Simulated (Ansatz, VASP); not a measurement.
## Two plane-wave programs on Si2Ni

INCAR

```
PREC = Accurate
ENCUT = 520
EDIFF = 1E-6
ISMEAR = 0
SIGMA = 0.05
LREAL = F
LASPH = T
NELM = 150
ALGO = Normal
ISIF = 2
LWAVE = F
LCHARG = F
ISPIN = 2
MAGMOM = 0 0 0.8
LORBIT = 11
LMAXMIX = 4
GGA = PE
NBANDS = 20
```

File KPOINTS:

```
Automatic mesh
0
Gamma
  8 8 8
```

File POSCAR:

```
Si2Ni
1.0
    0.0000000000      2.6975011173      2.6975011173
    2.6975011173      0.0000000000      2.6975011173
    2.6975011173      2.6975011173      0.0000000000
Si Ni
2 1
Direct
    0.2500000000      0.2500000000      0.2500000000
    0.7500000000      0.7500000000      0.7500000000
    0.0000000000      0.0000000000      0.0000000000
```

Input for Ansatz:

```yaml
crystal:
  lattice:
    - [0.0, 2.6975011173, 2.6975011173]
    - [2.6975011173, 0.0, 2.6975011173]
    - [2.6975011173, 2.6975011173, 0.0]
  atoms:
    - { symbol: Si, position: [0.25, 0.25, 0.25] }
    - { symbol: Si, position: [0.75, 0.75, 0.75] }
    - { symbol: Ni, position: [0.0, 0.0, 0.0], spin: 0.8 }
basis:
  ecutwfc: 420
  ecutrho_ratio: 4
kpoints:
  mp_grid: { grid: [8, 8, 8] }
hamiltonian:
  xc: pbe
scf:
  occupations: { method: gaussian, width: 0.05 }
output:
  forces: true
  stress: true
  eigenvalues: true
  populations: true
magnetization:
  spin_polarized: true
```

Alike in both runs: task single point; functional PBE; k mesh 8 × 8 × 8; occupations gaussian, width 0.05 eV; collinear spin.

|  | VASP | Ansatz |
| --- | --- | --- |
| version | VASP 6.6.1 | Ansatz 0.2.0 |
| potentials or method | VASP PAW PBE potentials, release 64 (Si, Ni), cutoff 520 eV | scalar-relativistic, plane waves, PAW |
| valence electrons in the cell | 18 | 26 |

|  | VASP | Ansatz | Ansatz less VASP |
| --- | --- | --- | --- |
| gap on the k mesh at the Fermi level (eV) | none | none | - |
| pressure (GPa) | 3.9 | 3.8 | -0.06 |
| net moment per atom (μB) | 0.00 | 0.00 | 0.000 |

A gap of «none» marks a metal or a gap that the smearing closes. With one functional, cell and mesh, what is left measures potentials, basis and numerics. VASP's potentials hold 18 valence electrons a cell and Ansatz's 26, so a difference there can come from the potentials and not from the codes. Ansatz's warnings: seeded moment not kept.
